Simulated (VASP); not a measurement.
**TiO2: single point with r2SCAN**

The system is TiO2.

```
CELL_PARAMETERS angstrom
2.72927 -2.72934 -0.02011
2.72927 2.72934 -0.02011
-2.69062 0.00000 5.06917
ATOMIC_POSITIONS crystal
Ti 0.12495 0.87505 0.25000
Ti 0.87505 0.12495 0.75000
O 0.32661 0.07652 0.65308
O 0.67339 0.92348 0.34692
O 0.92348 0.67339 0.84692
O 0.07652 0.32661 0.15308
```

```
Program             : VASP 6.6.1
Task                : single point
Functional          : r2SCAN
Potentials or basis : VASP PAW PBE potentials, release 64 (Ti_sv, O)
Cutoff              : 520 eV
k mesh              : 8 × 8 × 6
Occupations         : gaussian, width 0.02 eV
Spin                : no spin polarisation
```

| Property | Result |
| --- | --- |
| Pressure | -14.7 GPa |
| Largest force | 0.025 eV/Å |
| Band gap on the k mesh | 2.51 eV (least direct gap 2.69 eV) |

Forces in eV/Å, atoms in the order of the input:
```
Ti   0.000 -0.002  0.000
Ti   0.000  0.002  0.000
O   -0.005  0.005  0.024
O    0.005 -0.005 -0.024
O    0.005  0.005 -0.024
O   -0.005 -0.005  0.024
```

Stress tensor (GPa, compression positive):
```
-14.67   0.00  -0.04
  0.00 -14.67   0.00
 -0.04   0.00 -14.87
```

Levels at points of the mesh, in eV from the valence-band top:
| k point | band 22 | band 23 | band 24 | band 25 | band 26 | band 27 |
| --- | --- | --- | --- | --- | --- | --- |
| (0.00, 0.00, 0.00) | -0.78 | -0.26 | -0.26 | 2.51 | 3.05 | 4.30 |
| (0.50, 0.00, 0.00) | -0.79 | -0.67 | -0.63 | 3.45 | 3.61 | 3.63 |
| (0.50, 0.50, 0.00) | -1.71 | -0.08 | -0.07 | 3.34 | 3.34 | 3.77 |
| (0.00, 0.00, 0.50) | -1.12 | 0.00 | 0.00 | 2.77 | 2.77 | 3.96 |
| (0.50, 0.00, 0.50) | -0.79 | -0.67 | -0.62 | 3.45 | 3.61 | 3.63 |
| (0.50, 0.50, 0.50) | -1.71 | -0.07 | -0.07 | 3.34 | 3.34 | 3.77 |

It took 12 min on 1 thread of Intel(R) Xeon(R) Platinum 8488C (Sapphire Rapids), on a shared host, peak memory 0.36 GiB.

Caveat: the cell stands under tension; the PAW data sets were made with another functional, which shifts forces and pressure a little. A k mesh can miss the band edges.
